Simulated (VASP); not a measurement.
SiC:

```
CELL_PARAMETERS angstrom
3.09500 0.00000 0.00000
-1.54750 2.68035 0.00000
0.00000 0.00000 15.18644
ATOMIC_POSITIONS crystal
Si 0.00000 0.00000 0.12504
Si 0.00000 0.00000 0.62504
Si 0.33333 0.66667 0.29182
Si 0.66667 0.33333 0.79182
Si 0.33333 0.66667 0.95831
Si 0.66667 0.33333 0.45831
C 0.00000 0.00000 0.99969
C 0.00000 0.00000 0.49969
C 0.33333 0.66667 0.16683
C 0.66667 0.33333 0.66683
C 0.33333 0.66667 0.83332
C 0.66667 0.33333 0.33332
```

* Program: VASP 6.6.1
* Task: relaxation of cell and atoms
* Functional: PBE
* Dispersion: D3(BJ)
* Potentials or basis: VASP PAW PBE potentials, release 64 (Si, C)
* Cutoff: 600 eV
* k mesh: 12 × 12 × 2
* Occupations: gaussian, width 0.02 eV
* Spin: no spin polarisation

At the start: pressure -4.7 GPa; volume 10.50 Å³/atom.

Problem. Where does the relaxation end?

Solution. Over 6 steps the energy falls by 3.5 meV/atom and the volume is 10.27 Å³/atom (-2.2 %); space group P6_3mc (No. 186, to 0.05 Å).

The path:
| step | energy change (eV) | largest force (eV/Å) | pressure (GPa) | volume (Å³) |
| --- | --- | --- | --- | --- |
| 1 | 0.0000 | 0.0019 | -4.72 | 125.98 |
| 2 | 0.0030 | 0.0153 | 5.27 | 120.43 |
| 3 | -0.0417 | 0.0065 | -0.01 | 123.21 |
| 4 | -0.0417 | 0.0066 | 0.09 | 123.16 |
| 5 | -0.0417 | 0.0061 | -0.08 | 123.25 |
| 6 | -0.0417 | 0.0012 | 0.01 | 123.20 |

Final structure:
```
CELL_PARAMETERS angstrom
3.07207 0.00000 0.00000
-1.53604 2.66049 0.00000
0.00000 0.00000 15.07371
ATOMIC_POSITIONS crystal
Si 0.00000 0.00000 0.12503
Si 0.00000 0.00000 0.62503
Si 0.33333 0.66667 0.29182
Si 0.66667 0.33333 0.79182
Si 0.33333 0.66667 0.95831
Si 0.66667 0.33333 0.45831
C 0.00000 0.00000 0.99969
C 0.00000 0.00000 0.49969
C 0.33333 0.66667 0.16683
C 0.66667 0.33333 0.66683
C 0.33333 0.66667 0.83331
C 0.66667 0.33333 0.33331
```
